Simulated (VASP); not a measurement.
Set up this calculation in VASP 6.6.1, as the native input.

```yaml
Task: single point
Functional: PBE
Potentials_or_basis: VASP PAW PBE potentials, release 64 (Sn_d, Se)
Cutoff: 500 eV
k_mesh: 4 × 4 × 4
Occupations: fermi-dirac, width 0.02 eV
Spin: no spin polarisation
Dipole_correction: no
Further_INCAR_settings: ALGO = Normal; EDIFF = 1e-06; NBANDS = 20; ISYM = 0
```

The structure of SnSe2 lies in POSCAR:

```
SnSe2
1.0
    0.0000000000      3.4068553702      3.4068553702
    3.4068553702      0.0000000000      3.4068553702
    3.4068553702      3.4068553702      0.0000000000
Sn Se
1 2
Direct
    0.0000000000      0.0000000000      0.0000000000
    0.2500000000      0.2500000000      0.2500000000
    0.7500000000      0.7500000000      0.7500000000
```

One way to write it, as run:

INCAR

```
PREC     = Accurate       # precision mode
ENCUT    = 500            # plane-wave cutoff, eV
EDIFF    = 1E-6           # SCF threshold, eV
ISMEAR   = -1             # smearing method
SIGMA    = 0.02           # smearing width, eV
LREAL    = F              # projectors in reciprocal space
LASPH    = T              # aspherical terms in the spheres
NELM     = 120            # most SCF steps
ALGO     = Normal         # electronic algorithm
ISIF     = 2              # what is computed and relaxed
LWAVE    = F              # write WAVECAR
LCHARG   = F              # write CHGCAR
GGA      = PE             # functional
NBANDS   = 20             # bands
ISYM     = 0            
GGA_COMPAT= F
```

KPOINTS

```
regular mesh
0
Gamma
  4 4 4
```

Potentials or basis: VASP PAW PBE potentials, release 64 (Sn_d, Se).

Command:

```sh
$ cat potpaw_PBE.64/Sn_d/POTCAR potpaw_PBE.64/Se/POTCAR > POTCAR
$ mpirun -np 1 vasp_std > vasp.out
```

It gave:

```
Pressure               : 1.7 GPa
Band gap on the k mesh : zero (bands 13 and 14 overlap by 1.86 eV)
```

Caveat: the k points lie up to 0.40 Å⁻¹ apart, too coarse for converged energies and pressures of a metal; spin-orbit coupling is left out, which moves the levels of the heavy elements.

It took 55 s on 1 thread of Intel(R) Xeon(R) Platinum 8488C (Sapphire Rapids), with other jobs on the host, peak memory 0.23 GiB.
